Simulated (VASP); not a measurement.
# In (Fd-3m) in VASP: further runs, part 2 of 2

VASP 6.6.1. The steps go on from the part before.

### 5 Single point, PBE (volume scaled by 0.65)

INCAR reads:

```
PREC = Accurate
ENCUT = 520
EDIFF = 1E-6
ISMEAR = -1
SIGMA = 0.1
LREAL = F
LASPH = T
NELM = 60
ALGO = Normal
ISIF = 2
LWAVE = F
LCHARG = F
GGA = PE
NBANDS = 20
```

KPOINTS reads:

```
regular mesh
0
Gamma
  11 11 11
```

POSCAR reads:

```
In
1.0
    0.0000000000      2.9200368469      2.9200368469
    2.9200368469      0.0000000000      2.9200368469
    2.9200368469      2.9200368469      0.0000000000
In
2
Direct
   -0.1250000000     -0.1250000000     -0.1250000000
    0.1250000000      0.1250000000      0.1250000000
```

Potentials or basis: VASP PAW PBE potentials, release 64 (In_d).

Started as:

```sh
cat potpaw_PBE.64/In_d/POTCAR > POTCAR
mpirun -np 1 vasp_std > vasp.out
```

OUTCAR:

```text
PREC = Accurate
   ENCUT = 520
   EDIFF = 1E-6
   ISMEAR = -1
   LREAL = F
   LASPH = T
   NELM = 60
   ISIF = 2
   GGA = PE

 ion  position               nearest neighbor table
   1  0.875  0.875  0.875-   2 2.53   2 2.53   2 2.53   2 2.53
   2  0.125  0.125  0.125-   1 2.53   1 2.53   1 2.53   1 2.53

  LATTYP: Found a face centered cubic cell.
 ALAT       =     5.8400736938

  Lattice vectors:

 A1 = (   0.0000000000,   2.9200368469,   2.9200368469)
 A2 = (   2.9200368469,   0.0000000000,   2.9200368469)
 A3 = (   2.9200368469,   2.9200368469,   0.0000000000)

Analysis of symmetry for initial positions (statically):
=====================================================================
 Subroutine PRICEL returns:
 Original cell was already a primitive cell.

 Routine SETGRP: Setting up the symmetry group for a
 face centered cubic supercell.

 Subroutine GETGRP returns: Found 48 space group operations
 (whereof 12 operations were pure point group operations)
 out of a pool of 48 trial point group operations.

The static configuration has the point symmetry D_3d.
 The point group associated with its full space group is O_h .

Analysis of symmetry for dynamics (positions and initial velocities):
=====================================================================
 Subroutine PRICEL returns:
 Original cell was already a primitive cell.

 Routine SETGRP: Setting up the symmetry group for a
 face centered cubic supercell.

 Subroutine GETGRP returns: Found 48 space group operations
 (whereof 12 operations were pure point group operations)
 out of a pool of 48 trial point group operations.

The dynamic configuration has the point symmetry D_3d.
 The point group associated with its full space group is O_h .

 Subroutine INISYM returns: Found 48 space group operations
 (whereof 12 operations are pure point group operations),
 and found     1 'primitive' translations

----------------------------------------------------------------------------------------

                                     Primitive cell

  volume of cell :      49.7961

  direct lattice vectors                    reciprocal lattice vectors
     0.000000000  2.920036847  2.920036847    -0.171230716  0.171230716  0.171230716
     2.920036847  0.000000000  2.920036847     0.171230716 -0.171230716  0.171230716
     2.920036847  2.920036847  0.000000000     0.171230716  0.171230716 -0.171230716

  length of vectors
     4.129555712  4.129555712  4.129555712     0.296580300  0.296580300  0.296580300

  position of ions in fractional coordinates (direct lattice)
     0.875000000  0.875000000  0.875000000
     0.125000000  0.125000000  0.125000000

  ion indices of the primitive-cell ions
   primitive index   ion index
                 1           1
                 2           2

----------------------------------------------------------------------------------------

 KPOINTS: regular mesh

Automatic generation of k-mesh.
 Grid dimensions read from file:
 generate k-points for:   11   11   11

 Generating k-lattice:

  Cartesian coordinates                     Fractional coordinates (reciprocal lattice)
    -0.015566429  0.015566429  0.015566429     0.090909091  0.000000000  0.000000000
     0.015566429 -0.015566429  0.015566429     0.000000000  0.090909091  0.000000000
     0.015566429  0.015566429 -0.015566429     0.000000000  0.000000000  0.090909091

  Length of vectors
     0.026961845  0.026961845  0.026961845

  Shift w.r.t. Gamma in fractional coordinates (k-lattice)
     0.000000000  0.000000000  0.000000000

 Subroutine IBZKPT returns following result:
 ===========================================

 Found     56 irreducible k-points:

 Following reciprocal coordinates:
            Coordinates               Weight
  0.000000  0.000000  0.000000      1.000000
  0.090909  0.000000  0.000000      8.000000
  0.181818  0.000000  0.000000      8.000000
  0.272727  0.000000  0.000000      8.000000
  0.363636  0.000000  0.000000      8.000000
  0.454545  0.000000  0.000000      8.000000
[... 16 lines left out ...]
 -0.272727  0.181818  0.000000     24.000000
 -0.181818  0.181818  0.000000     12.000000
 [... further k-points ...]
   k-points           NKPTS =     56   k-points in BZ     NKDIM =     56   number of bands    NBANDS=     20
   number of dos      NEDOS =    301   number of ions     NIONS =      2
   total plane-waves  NPLWV =  32768
   dimension x,y,z NGX =    32 NGY =   32 NGZ =   32
   dimension x,y,z NGXF=    64 NGYF=   64 NGZF=   64
   ions per type =               2
   NGX,Y,Z   is equivalent  to a cutoff of  12.88, 12.88, 12.88 a.u.
   NGXF,Y,Z  is equivalent  to a cutoff of  25.76, 25.76, 25.76 a.u.
 SYSTEM =  unknown system
   PREC   = accura    normal or accurate (medium, high low for compatibility)
   ISTART =      0    job   : 0-new  1-cont  2-samecut
   ICHARG =      2    charge: 1-file 2-atom 10-const
   ISPIN  =      1    spin polarized calculation?
   LNONCOLLINEAR =      F non collinear calculations
   LSORBIT =      F    spin-orbit coupling
   LASPH  =      T    aspherical Exc in radial PAW
   ENCUT  =  520.0 eV  38.22 Ry    6.18 a.u.   7.68  7.68  7.68*2*pi/ulx,y,z
   NELM   =     60;   NELMIN=  2; NELMDL= -5     # of ELM steps
   EDIFF  = 0.1E-05   stopping-criterion for ELM
   LREAL  =      F    real-space projection
   EDIFFG = 0.1E-04   stopping-criterion for IOM
   NSW    =      0    number of steps for IOM
   IBRION =     -1    ionic relax: 0-MD 1-quasi-New 2-CG
   NFREE  =      0    steps in history (QN), initial steepest desc. (CG)
   ISIF   =      2    stress and relaxation
   ISYM   =      2    0-nonsym 1-usesym 2-fastsym
   POTIM  = 0.5000    time-step for ionic-motion
   TEBEG  =    0.0;   TEEND  =   0.0 temperature during run
   PSTRESS=    0.0 pullay stress
   NELECT =      26.0000    total number of electrons
   NUPDOWN=      -1.0000    fix difference up-down
   EMIN   =  10.00;   EMAX   =-10.00  energy-range for DOS
   EFERMI =   0.00;   METHOD = LEGACY
   ISMEAR =    -1;   SIGMA  =   0.10  broadening in eV -4-tet -1-fermi 0-gaus
   EFERMI_NEDOS =   21; number of points for ismear=-14 and -15
   IALGO  =     38    algorithm
   IMIX   =      4    mixing-type and parameters
     AMIX     =   0.40;   BMIX     =  1.00
     AMIX_MAG =   1.60;   BMIX_MAG =  1.00
  volume/ion in A,a.u.               =      24.90       168.02
  Fermi-wavevector in a.u.,A,eV,Ry     =   1.318260  2.491149 23.644319  1.737808
  Thomas-Fermi vector in A             =   2.448242
   LORBIT       =      0    0 simple, 1 ext, 2 COOP (PROOUT), +10 PAW based schemes
   GGA     = PE    functional components
   LHFCALC =     F    Hartree Fock is set to
   AEXX    =    0.0000 exact exchange contribution
   IVDW    =     0    specifies the selected vdW correction
   LEPSILON=     F    determine dielectric tensor
   LRPA    =     F    only Hartree local field effects (RPA)
 non-spin polarized calculation
  energy-cutoff  :      520.00
  volume of cell :       49.80
 maximum number of plane-waves:      1363
   NGX = 15   NGY = 15   NGZ = 15

 number of electron      26.0000003 magnetization

 Free energy of the ion-electron system (eV)
  ---------------------------------------------------
  ext. energy  EPLUGINS =         0.00000000
  ---------------------------------------------------
  free energy    TOTEN  =        -2.94646192 eV

  energy without entropy =       -2.90814870  energy(sigma->0) =       -2.92730531

 E-fermi :   7.5786     XC(G=0): -10.2040

 val. band max:        7.5199448202   @ k =   0.4545   0.2727   0.0000
 cond. band min:       7.5943475409   @ k =  -0.4545   0.2727   0.0909
 fundamental gap:      0.0744027206
 Fermi energy:         7.5786339861

 k-point     1 :       0.0000    0.0000    0.0000
  band No.  band energies     occupation
      1      -7.8487      2.00000
      2      -7.8487      2.00000
      3      -7.8487      2.00000
      4      -7.7363      2.00000
      5      -7.7363      2.00000
      6      -6.7426      2.00000
[... 12 lines left out ...]
     19      14.8855      0.00000
     20      17.7791      0.00000

 k-point     2 :       0.0909    0.0000    0.0000
  band No.  band energies     occupation
      1      -7.8792      2.00000
      2      -7.8792      2.00000
      3      -7.8449      2.00000
      4      -7.6948      2.00000
      5      -7.6948      2.00000
      6      -6.7578      2.00000
[... 498 lines left out ...]
 k-point    24 :      -0.1818    0.1818    0.0000
  band No.  band energies     occupation
      1      -7.9909      2.00000
      2      -7.9528      2.00000
      3      -7.7773      2.00000
      4      -7.5956      2.00000
      5      -7.4707      2.00000
      6      -6.9366      2.00000
[... 12 lines left out ...]
     19      16.1811      0.00000
     20      18.3429      0.00000

 [... further k-points ...]
[... 5 lines left out ...]
  --------------------------------------------------------------------------------------
  -------------------------------------------------------------------------------------
  Total        8.7662182      8.7662182      8.7662182     -0.0000000     -0.0000000      0.0000000
  in kB      282.0511455    282.0511455    282.0511455     -0.0000000     -0.0000000      0.0000000
  external PRESSURE =     282.0511455 kB  Pullay stress =       0.0000000 kB

 VOLUME and BASIS-vectors are now :
 -----------------------------------------------------------------------------
  energy-cutoff  :      520.00
  volume of cell :       49.80
      direct lattice vectors                 reciprocal lattice vectors
     0.000000000  2.920036847  2.920036847    -0.171230716  0.171230716  0.171230716
     2.920036847  0.000000000  2.920036847     0.171230716 -0.171230716  0.171230716
     2.920036847  2.920036847  0.000000000     0.171230716  0.171230716 -0.171230716

 POSITION                                       TOTAL-FORCE (eV/Angst)
 -----------------------------------------------------------------------------------
      5.11006      5.11006      5.11006        -0.000000     -0.000000      0.000000
      0.73001      0.73001      0.73001         0.000000      0.000000     -0.000000
 -----------------------------------------------------------------------------------
    total drift:                                0.000000      0.000000     -0.000000

  FREE ENERGIE OF THE ION-ELECTRON SYSTEM (eV)
  ---------------------------------------------------
  free  energy   TOTEN  =        -2.9464619220 eV

  energy  without entropy=       -2.9081487045  energy(sigma->0) =       -2.92730531
```

stdout:

```text
POSCAR found type information on POSCAR In
 POSCAR found :  1 types and       2 ions
 scaLAPACK will be used
 LDA part: xc-table for (Slater+PW92), standard interpolation
 POSCAR, INCAR and KPOINTS ok, starting setup
 FFT: planning ... GRIDC
 FFT: planning ... GRID_SOFT
 FFT: planning ... GRID
 WAVECAR not read
 entering main loop
```

Wall time 64 s (1 thread of AMD EPYC 7R43 (Zen 3), shared host); peak memory 0.16 GiB.

Results:

```
Free energy            : -2.9465 eV
Pressure               : 28.2 GPa
Band gap on the k mesh : zero (band 13 reaches 11.33 eV, above the bottom of band 14 at 6.11 eV)
```

Caveat: spin-orbit coupling is left out, which moves the levels of the heavy elements.

### 6 Single point, PBE (volume scaled by 0.75)

INCAR reads:

```
SYSTEM = In
  PREC = Accurate
  ENCUT = 520
  EDIFF = 1E-6
  ISMEAR = -1
  SIGMA = 0.1
  LREAL = .FALSE.
  LASPH = .TRUE.
  NELM = 100
  ALGO = Normal
  ISIF = 2
  LWAVE = .FALSE.
  LCHARG = .FALSE.
  GGA = PE
  NBANDS = 20
```

KPOINTS reads:

```
regular mesh
0
G
  11 11 11
  0 0 0
```

POSCAR reads:

```
In
1.0
    0.0000000000      3.0626988863      3.0626988863
    3.0626988863      0.0000000000      3.0626988863
    3.0626988863      3.0626988863      0.0000000000
In
2
Direct
   -0.1250000000     -0.1250000000     -0.1250000000
    0.1250000000      0.1250000000      0.1250000000
```

Potentials or basis: VASP PAW PBE potentials, release 64 (In_d).

Started as:

```sh
cat potpaw_PBE.64/In_d/POTCAR > POTCAR
mpirun -np 1 vasp_std > vasp.out
```

Run time: 75 s. Hardware: 1 thread of AMD EPYC 7R43 (Zen 3), shared host; peak memory 0.17 GiB.

Results (log left out):

```yaml
Free_energy: -3.8945 eV
Pressure: 13.0 GPa
Band_gap_on_the_k_mesh: zero (band 13 reaches 9.17 eV, above the bottom of band 14 at 4.83 eV)
```

Levels at points of the mesh, in eV from the Fermi level:
| k point | band 10 | band 11 | band 12 | band 13 | band 14 | band 15 | band 16 | band 17 |
| --- | --- | --- | --- | --- | --- | --- | --- | --- |
| (0.00, 0.00, 0.00) | -14.06 | -9.21 | 3.15 | 3.15 | 3.15 | 4.51 | 4.71 | 4.71 |

Caveat: spin-orbit coupling is left out, which moves the levels of the heavy elements.

### 7 Summary

```csv
cell,gap on the mesh (eV),pressure (GPa)
"a = 3.906 Å, angles 60.0°, 2 atoms",none,59.5
"a = 4.130 Å, angles 60.0°, 2 atoms",none,28.2
"a = 4.331 Å, angles 60.0°, 2 atoms",none,13.0
```

Alike in all rows: task single point; level PBE; potentials or basis VASP PAW PBE potentials, release 64 (In_d); no spin polarisation; k mesh 11 × 11 × 11; cutoff (eV) 520; smearing fermi-dirac 0.1 eV.

Caveats: spin-orbit coupling is left out, which moves the levels of the heavy elements.

Total energies depend on the potentials used, so only differences within one code and one set of settings carry meaning.
